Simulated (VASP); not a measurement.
# H4CO in VASP: notebook

Runs on H4CO. Level: PBE+D3(BJ). Tasks: single point.

All numbers are computed with VASP 6.6.1; they aren't measurements. Logs are shortened: lines on timing, memory, paths and dates and some standing lists are left out, and cuts for length are marked.

## Step 1: The cell of the first run

The cell holds a disordered packing, 36 atoms: a = 7.126 Å, b = 7.126 Å, c = 7.126 Å, α = 90.00°, β = 90.00°, γ = 90.00°.

## Step 2: Single point, PBE+D3(BJ)

INCAR

```
PREC = Accurate
ENCUT = 520
EDIFF = 1E-6
ISMEAR = -1
SIGMA = 0.05
LREAL = Auto
LASPH = True
NELM = 120
ALGO = Normal
ISIF = 2
LWAVE = False
LCHARG = True
GGA = PE
IVDW = 12
LELF = True
LVHAR = True
NBANDS = 66
GGA_COMPAT = False
```

KPOINTS

```
regular mesh
0
Gamma
  1 1 1
```

POSCAR

```
H4CO
1.0
    7.1256230000      0.0000000000      0.0000000000
    0.0000000000      7.1256230000      0.0000000000
    0.0000000000      0.0000000000      7.1256230000
C O H
6 6 24
Direct
    0.8126069582      0.0751140832      0.3807477681
    0.3071586944     -0.0178090396      0.2404188231
    0.5544874293      0.6024407008      0.6924760716
    0.0782610330      0.5369201361      0.5046818382
   -0.0437906814      0.9674179026      0.8477437615
    0.1176944546      0.4350399050     -0.0071182207
    0.7499433764     -0.0882573159      0.2782434870
    0.4380642658      0.0669240124      0.1143162814
    0.5596739368      0.4796306033      0.5322155614
    0.1940602531      0.3975716439      0.4250758211
    0.1198921609      0.9660692057      0.7336854822
    0.2387012857      0.3128401823     -0.1109381048
    0.6913002185      0.1269919659      0.4597703865
    0.8561956816     -0.1350121067      0.2061067983
    0.9273675324      0.0402242172      0.4772596345
    0.8600932882      0.1861908251      0.2841334455
    0.1848074791      0.0743926444      0.2494855175
    0.5609222391      0.0103319851      0.1430190549
    0.2638212955     -0.1582645372      0.1910354812
    0.3655316253     -0.0312070473      0.3830360811
    0.4306222954      0.5620432865      0.7741557939
    0.6531722455      0.5278132698      0.4450400710
    0.6803678743      0.5836020887      0.7804732750
    0.5421622706      0.7504911181      0.6501806000
   -0.0598225325      0.5279869960      0.4347354973
    0.3254789866      0.4221129636      0.4624856290
    0.0563883234      0.5146197734      0.6561366561
    0.1326524266      0.6802999205      0.4847121702
   -0.1276342512      0.8418453865      0.8146604799
    0.1801671520      1.0887035397      0.7565554689
   -0.0068308299      0.9649213511      0.9982189479
   -0.1325586300      1.0934795290      0.8224255914
   -0.0279291569      0.4154881975     -0.0565732739
    0.3274839383      0.2526903633     -0.0236285737
    0.1263692512      0.4060928253      0.1447375040
    0.1564439101      0.5836607244     -0.0311393068
```

Potentials or basis: VASP PAW PBE potentials, release 64 (C, O, H).

Launch:

```bash
$ cat potpaw_PBE.64/C/POTCAR potpaw_PBE.64/O/POTCAR potpaw_PBE.64/H/POTCAR > POTCAR
$ mpirun -np 1 vasp_gam > vasp.out
```

OUTCAR:

```text
PREC = Accurate
   ENCUT = 520
   EDIFF = 1E-6
   ISMEAR = -1
   LREAL = Auto
   LASPH = True
   NELM = 120
   ISIF = 2
   GGA = PE
   IVDW = 12
 IVDW          = 12

 ion  position               nearest neighbor table
   1  0.813  0.075  0.381-  13 1.10  15 1.10  16 1.10   7 1.45
   2  0.307  0.982  0.240-  17 1.09  20 1.10  19 1.10   8 1.43
   3  0.554  0.602  0.692-  21 1.10  24 1.10  23 1.10   9 1.44
   4  0.078  0.537  0.505-  27 1.10  28 1.10  25 1.10  10 1.41
   5  0.956  0.967  0.848-  29 1.10  31 1.10  32 1.11  11 1.42
   6  0.118  0.435  0.993-  35 1.10  33 1.10  36 1.11  12 1.43
   7  0.750  0.912  0.278-  14 0.97   1 1.45
   8  0.438  0.067  0.114-  18 0.99   2 1.43
   9  0.560  0.480  0.532-  22 0.97   3 1.44
  10  0.194  0.398  0.425-  26 0.99   4 1.41
  11  0.120  0.966  0.734-  30 0.99   5 1.42
  12  0.239  0.313  0.889-  34 0.99   6 1.43
  13  0.691  0.127  0.460-   1 1.10
  14  0.856  0.865  0.206-   7 0.97
  15  0.927  0.040  0.477-   1 1.10
  16  0.860  0.186  0.284-   1 1.10
  17  0.185  0.074  0.249-   2 1.09
  18  0.561  0.010  0.143-   8 0.99
[... 16 lines left out ...]
  35  0.126  0.406  0.145-   6 1.10
  36  0.156  0.584  0.969-   6 1.11

  LATTYP: Found a simple cubic cell.
 ALAT       =     7.1256230000

  Lattice vectors:

 A1 = (   7.1256230000,   0.0000000000,   0.0000000000)
 A2 = (   0.0000000000,   7.1256230000,   0.0000000000)
 A3 = (   0.0000000000,   0.0000000000,   7.1256230000)

Analysis of symmetry for initial positions (statically):
=====================================================================
 Subroutine PRICEL returns:
 Original cell was already a primitive cell.

 Routine SETGRP: Setting up the symmetry group for a
 simple cubic supercell.

 Subroutine GETGRP returns: Found  1 space group operations
 (whereof  1 operations were pure point group operations)
 out of a pool of 48 trial point group operations.

The static configuration has the point symmetry C_1 .

Analysis of symmetry for dynamics (positions and initial velocities):
=====================================================================
 Subroutine PRICEL returns:
 Original cell was already a primitive cell.

 Routine SETGRP: Setting up the symmetry group for a
 simple cubic supercell.

 Subroutine GETGRP returns: Found  1 space group operations
 (whereof  1 operations were pure point group operations)
 out of a pool of 48 trial point group operations.

The dynamic configuration has the point symmetry C_1 .

 Subroutine INISYM returns: Found  1 space group operations
 (whereof  1 operations are pure point group operations),
 and found     1 'primitive' translations

----------------------------------------------------------------------------------------

                                     Primitive cell

  volume of cell :     361.8000

  direct lattice vectors                    reciprocal lattice vectors
     7.125623000  0.000000000  0.000000000     0.140338606  0.000000000  0.000000000
     0.000000000  7.125623000  0.000000000     0.000000000  0.140338606  0.000000000
     0.000000000  0.000000000  7.125623000     0.000000000  0.000000000  0.140338606

  length of vectors
     7.125623000  7.125623000  7.125623000     0.140338606  0.140338606  0.140338606

  position of ions in fractional coordinates (direct lattice)
     0.812606958  0.075114083  0.380747768
     0.307158694  0.982190960  0.240418823
     0.554487429  0.602440701  0.692476072
     0.078261033  0.536920136  0.504681838
     0.956209319  0.967417903  0.847743761
     0.117694455  0.435039905  0.992881779
[... 28 lines left out ...]
     0.126369251  0.406092825  0.144737504
     0.156443910  0.583660724  0.968860693

  ion indices of the primitive-cell ions
   primitive index   ion index
                 1           1
                 2           2
                 3           3
                 4           4
                 5           5
                 6           6
[... 28 lines left out ...]
                35          35
                36          36

----------------------------------------------------------------------------------------

 KPOINTS: regular mesh

Automatic generation of k-mesh.
 Grid dimensions read from file:
 generate k-points for:    1    1    1

 Generating k-lattice:

  Cartesian coordinates                     Fractional coordinates (reciprocal lattice)
     0.140338606  0.000000000  0.000000000     1.000000000  0.000000000  0.000000000
     0.000000000  0.140338606  0.000000000     0.000000000  1.000000000  0.000000000
     0.000000000  0.000000000  0.140338606     0.000000000  0.000000000  1.000000000

  Length of vectors
     0.140338606  0.140338606  0.140338606

  Shift w.r.t. Gamma in fractional coordinates (k-lattice)
     0.000000000  0.000000000  0.000000000

 Subroutine IBZKPT returns following result:
 ===========================================

 Found      1 irreducible k-points:

 Following reciprocal coordinates:
            Coordinates               Weight
  0.000000  0.000000  0.000000      1.000000
   k-points           NKPTS =      1   k-points in BZ     NKDIM =      1   number of bands    NBANDS=     66
   number of dos      NEDOS =    301   number of ions     NIONS =     36
   total plane-waves  NPLWV = 157464
   dimension x,y,z NGX =    54 NGY =   54 NGZ =   54
   dimension x,y,z NGXF=   108 NGYF=  108 NGZF=  108
   ions per type =               6   6  24
   NGX,Y,Z   is equivalent  to a cutoff of  12.60, 12.60, 12.60 a.u.
   NGXF,Y,Z  is equivalent  to a cutoff of  25.20, 25.20, 25.20 a.u.
 SYSTEM =  unknown system
   PREC   = accura    normal or accurate (medium, high low for compatibility)
   ISTART =      0    job   : 0-new  1-cont  2-samecut
   ICHARG =      2    charge: 1-file 2-atom 10-const
   ISPIN  =      1    spin polarized calculation?
   LNONCOLLINEAR =      F non collinear calculations
   LSORBIT =      F    spin-orbit coupling
   LASPH  =      T    aspherical Exc in radial PAW
   ENCUT  =  520.0 eV  38.22 Ry    6.18 a.u.  13.25 13.25 13.25*2*pi/ulx,y,z
   NELM   =    120;   NELMIN=  2; NELMDL= -5     # of ELM steps
   EDIFF  = 0.1E-05   stopping-criterion for ELM
   LREAL  =      T    real-space projection
   EDIFFG = 0.1E-04   stopping-criterion for IOM
   NSW    =      0    number of steps for IOM
   IBRION =     -1    ionic relax: 0-MD 1-quasi-New 2-CG
   NFREE  =      0    steps in history (QN), initial steepest desc. (CG)
   ISIF   =      2    stress and relaxation
   ISYM   =      2    0-nonsym 1-usesym 2-fastsym
   POTIM  = 0.5000    time-step for ionic-motion
   TEBEG  =    0.0;   TEEND  =   0.0 temperature during run
   PSTRESS=    0.0 pullay stress
   NELECT =      84.0000    total number of electrons
   NUPDOWN=      -1.0000    fix difference up-down
   EMIN   =  10.00;   EMAX   =-10.00  energy-range for DOS
   EFERMI =   0.00;   METHOD = LEGACY
   ISMEAR =    -1;   SIGMA  =   0.05  broadening in eV -4-tet -1-fermi 0-gaus
   EFERMI_NEDOS =   21; number of points for ismear=-14 and -15
   IALGO  =     38    algorithm
   IMIX   =      4    mixing-type and parameters
     AMIX     =   0.40;   BMIX     =  1.00
     AMIX_MAG =   1.60;   BMIX_MAG =  1.00
  volume/ion in A,a.u.               =      10.05        67.82
  Fermi-wavevector in a.u.,A,eV,Ry     =   1.006186  1.901416 13.774687  1.012411
  Thomas-Fermi vector in A             =   2.138913
   LORBIT       =      0    0 simple, 1 ext, 2 COOP (PROOUT), +10 PAW based schemes
   GGA     = PE    functional components
   LHFCALC =     F    Hartree Fock is set to
   AEXX    =    0.0000 exact exchange contribution
   IVDW    =    12    specifies the selected vdW correction
   LEPSILON=     F    determine dielectric tensor
   LRPA    =     F    only Hartree local field effects (RPA)
 non-spin polarized calculation
  energy-cutoff  :      520.00
  volume of cell :      361.80
 maximum number of plane-waves:      4886
 NGX is ok and might be reduce to    54
   NGX = 27   NGY = 27   NGZ = 27

 number of electron      83.9999997 magnetization

 Free energy of the ion-electron system (eV)
  ---------------------------------------------------
  ext. energy  EPLUGINS =         0.00000000
  ---------------------------------------------------
  free energy    TOTEN  =      -182.58401920 eV

  energy without entropy =     -182.58401920  energy(sigma->0) =     -182.58401920

 E-fermi :  -1.3161     XC(G=0):  -6.7772

 val. band max:       -2.5889044035   @ k =   0.0000   0.0000   0.0000
 cond. band min:       2.1107858771   @ k =   0.0000   0.0000   0.0000
 fundamental gap:      4.6996902805
 Fermi energy:        -1.3160695312

 k-point     1 :       0.0000    0.0000    0.0000
  band No.  band energies     occupation
      1     -22.8042      2.00000
      2     -22.6201      2.00000
      3     -22.1342      2.00000
      4     -21.9083      2.00000
      5     -21.7688      2.00000
      6     -21.7232      2.00000
[... 46 lines left out ...]
     53       5.6018      0.00000
     54       5.7801      0.00000
 [bands above 54 left out]

------------------------ aborting loop because EDIFF is reached ----------------------------------------

 Edisp (eV)   -1.36865

 E8    (eV) :    -0.2965

  FORCE on cell =-STRESS in cart. coord.  units (eV):
  Direction    XX          YY          ZZ          XY          YZ          ZX
  --------------------------------------------------------------------------------------
  -------------------------------------------------------------------------------------
  Total      -0.14310    -1.73249     0.64662     0.25208     0.44171    -0.32554
  in kB      -0.63370    -7.67208     2.86345     1.11630     1.95604    -1.44159
  external pressure =       -1.81 kB  Pullay stress =        0.00 kB

 VOLUME and BASIS-vectors are now :
 -----------------------------------------------------------------------------
  energy-cutoff  :      520.00
  volume of cell :      361.80
      direct lattice vectors                 reciprocal lattice vectors
     7.125623000  0.000000000  0.000000000     0.140338606  0.000000000  0.000000000
     0.000000000  7.125623000  0.000000000     0.000000000  0.140338606  0.000000000
     0.000000000  0.000000000  7.125623000     0.000000000  0.000000000  0.140338606

 POSITION                                       TOTAL-FORCE (eV/Angst)
 -----------------------------------------------------------------------------------
      5.79033      0.53523      2.71307         0.018034      0.169765      0.105524
      2.18870      6.99872      1.71313        -0.060251     -0.029110      0.082477
      3.95107      4.29277      4.93432        -0.040374      0.102523      0.115725
      0.55766      3.82589      3.59617        -0.131496      0.109201     -0.006325
      6.81359      6.89346      6.04070        -0.150703      0.088722     -0.136803
      0.83865      3.09993      7.07490        -0.086824      0.107396      0.053622
[... 28 lines left out ...]
      0.90046      2.89366      1.03134         0.027383      0.024530     -0.047263
      1.11476      4.15895      6.90374        -0.005233     -0.072775     -0.008234
 -----------------------------------------------------------------------------------
    total drift:                                0.005543      0.006815     -0.025638

  FREE ENERGIE OF THE ION-ELECTRON SYSTEM (eV)
  ---------------------------------------------------
  free  energy   TOTEN  =      -183.9526689381 eV

  energy  without entropy=     -183.9526689381  energy(sigma->0) =     -183.95266894
```

It took 62 s on 1 thread of Intel Xeon Platinum 8259CL at 2.50GHz (Skylake/Cascade Lake), shared host; peak memory 0.39 GiB.

What came out:

```yaml
Free_energy: -183.9527 eV
Pressure: -0.2 GPa
Largest_force: 0.253 eV/Å
Band_gap_on_the_k_mesh: 4.70 eV
Dispersion_energy_per_atom: -0.038 eV
```

Forces on the atoms (eV/Å):
```
C    0.018  0.170  0.106
C   -0.060 -0.029  0.082
C   -0.040  0.103  0.116
C   -0.131  0.109 -0.006
C   -0.151  0.089 -0.137
C   -0.087  0.107  0.054
O   -0.060 -0.106 -0.080
O   -0.046  0.078 -0.012
O   -0.038 -0.062 -0.065
O    0.037 -0.090 -0.035
O   -0.080  0.073  0.004
O    0.064 -0.012 -0.118
H    0.013 -0.008 -0.002
H    0.023 -0.025 -0.037
H    0.005  0.004  0.017
H   -0.017 -0.003  0.008
H   -0.002  0.004  0.005
H    0.110 -0.028 -0.009
H    0.006 -0.009  0.006
H   -0.046 -0.002 -0.042
H    0.038 -0.013 -0.023
H    0.020  0.033 -0.071
H   -0.002  0.003 -0.017
H    0.002 -0.024  0.015
H    0.007 -0.004  0.025
H    0.101 -0.010  0.012
H   -0.014 -0.009  0.053
H   -0.012  0.001  0.011
H    0.091  0.092  0.019
H    0.002  0.002  0.028
H    0.014  0.000  0.025
H    0.098 -0.225  0.059
H    0.042 -0.007  0.036
H    0.071 -0.154  0.033
H    0.027  0.025 -0.047
H   -0.005 -0.073 -0.008
```

Stress tensor (GPa, compression positive):
```
-0.06  0.11 -0.14
 0.11 -0.77  0.20
-0.14  0.20  0.29
```

Caveat: the k points lie up to 0.88 Å⁻¹ apart.

## Step 3: Single point, PBE+D3(BJ)

INCAR

```
SYSTEM = H4CO
ALGO     = Normal         ! electronic algorithm
EDIFF    = 1E-6           ! SCF threshold, eV
ENCUT    = 520            ! plane-wave cutoff, eV
GGA      = PE             ! functional
GGA_COMPAT= .False.      
ISIF     = 2              ! what is computed and relaxed
ISMEAR   = -1             ! smearing method
IVDW     = 12             ! dispersion correction
LASPH    = .True.         ! aspherical terms in the spheres
LCHARG   = .True.         ! write CHGCAR
LELF     = .True.         ! ELF
LREAL    = Auto         
LVHAR    = .True.       
LWAVE    = .False.        ! write WAVECAR
NBANDS   = 66             ! bands
NELM     = 120            ! most SCF steps
PREC     = Accurate       ! precision mode
SIGMA    = 0.05           ! smearing width, eV
```

KPOINTS

```
k-points
0
Gamma
  1 1 1
  0 0 0
```

POSCAR

```
H4CO
1.0
    7.1256230000      0.0000000000      0.0000000000
    0.0000000000      7.1256230000      0.0000000000
    0.0000000000      0.0000000000      7.1256230000
C O H
6 6 24
Direct
    0.8104273830      0.0498903745      0.3882607879
    0.2791896231     -0.0062731357      0.2208368307
    0.5522324153      0.5645401111      0.6942129832
    0.0339058073      0.5712763642      0.5247120147
   -0.0332041142      0.9279328979      0.8489924320
    0.1352022132      0.4592721226     -0.0043925984
    0.7212562326     -0.0900833513      0.2735620450
    0.4269942432      0.0907710105      0.1245926146
    0.5786160733      0.5083064316      0.5028051582
    0.1219682826      0.4097466285      0.4560443346
    0.1457837441      0.9616001296      0.7822473909
    0.2332006619      0.3223437445     -0.1040470426
    0.7045699723      0.1216876054      0.4843786992
    0.8007861207     -0.1334339468      0.1641119661
    0.9162707598     -0.0241382403      0.4846593765
    0.8762602231      0.1626243768      0.3020928837
    0.1465415726      0.0659591449      0.1948040192
    0.5488362211      0.0265380304      0.1697114765
    0.2592896088     -0.1539935526      0.1845031655
    0.3018543080      0.0200684207      0.3748584510
    0.5035349190      0.4367056747      0.7667820765
    0.5852681232      0.6196791495      0.4175634888
    0.6795475989      0.6096589730      0.7533236041
    0.4418140000      0.6820175583      0.6961075544
   -0.1024612164      0.5835138906      0.4437366389
    0.2478520124      0.4161601028      0.4926306093
   -0.0000842032      0.5720061249      0.6770074701
    0.1257574250      0.6891046579      0.4841541575
   -0.0686255784      0.7763391355      0.8145533380
    0.1787913843      1.0986828801      0.7848155874
   -0.0566406615      0.9571794635      1.0024386640
   -0.1207192690      1.0074768199      0.7560882747
   -0.0269871140      0.4375477064     -0.0153951451
    0.3217262547      0.2599772680     -0.0103008537
    0.1662170452      0.4680152178      0.1450539833
    0.1566880538      0.5904045162     -0.0736216328
```

Potentials or basis: VASP PAW PBE potentials, release 64 (C, O, H).

Launch:

```bash
$ cat potpaw_PBE.64/C/POTCAR potpaw_PBE.64/O/POTCAR potpaw_PBE.64/H/POTCAR > POTCAR
$ mpirun -np 1 vasp_gam > vasp.out
```

Wall time 59 s (1 thread of Intel Xeon Platinum 8259CL at 2.50GHz (Skylake/Cascade Lake), shared host); peak memory 0.37 GiB.

Results (log left out):

```
Free energy                : -182.7025 eV
Pressure                   : -0.5 GPa
Largest force              : 2.650 eV/Å
Band gap on the k mesh     : 4.75 eV
Dispersion energy per atom : -0.038 eV
```

Forces in eV/Å, atoms in the order of the input:
```
C    0.836  0.131  1.363
C    0.121  1.248  1.333
C   -2.357  0.296 -1.079
C   -0.919  0.826 -1.187
C   -0.463 -1.083 -0.469
C   -2.648  0.084 -0.082
O   -0.245 -0.557 -1.085
O    0.679 -0.905  0.102
O   -0.076  0.384 -1.276
O   -1.697 -1.103 -0.521
O    1.950  0.209 -0.084
O    1.280 -1.330  0.758
H    0.434 -0.741 -0.981
H   -0.431  0.690  1.333
H   -0.635  0.911 -1.039
H   -0.038 -0.430  0.404
H   -0.024  0.134 -0.352
H   -1.016  0.634 -0.437
H    0.348 -0.266 -0.061
H   -0.169 -0.734 -0.474
H   -0.107  0.473  0.027
H    0.023 -0.719  0.920
H    1.480  0.714  0.806
H    0.833 -0.979  0.520
H    0.756  0.016  0.695
H    2.318 -0.133  0.574
H    0.312 -0.238 -0.330
H   -0.412  0.420  0.527
H    0.221  0.946  0.650
H   -0.556 -0.635  0.357
H    0.148  0.062 -0.594
H   -1.490  0.688  0.262
H    1.367 -0.071  0.167
H   -0.452  0.029 -0.866
H    0.268 -0.176  0.306
H    0.359  1.205 -0.187
```

Stress tensor (GPa, compression positive):
```
 0.97  0.14  0.20
 0.14 -0.84  0.70
 0.20  0.70 -1.50
```

Levels at points of the mesh, in eV from the valence-band top:
| k point | band 40 | band 41 | band 42 | band 43 | band 44 | band 45 |
| --- | --- | --- | --- | --- | --- | --- |
| (0.00, 0.00, 0.00) | -0.25 | -0.21 | 0.00 | 4.75 | 5.61 | 6.37 |

Caveat: the k points lie up to 0.88 Å⁻¹ apart.
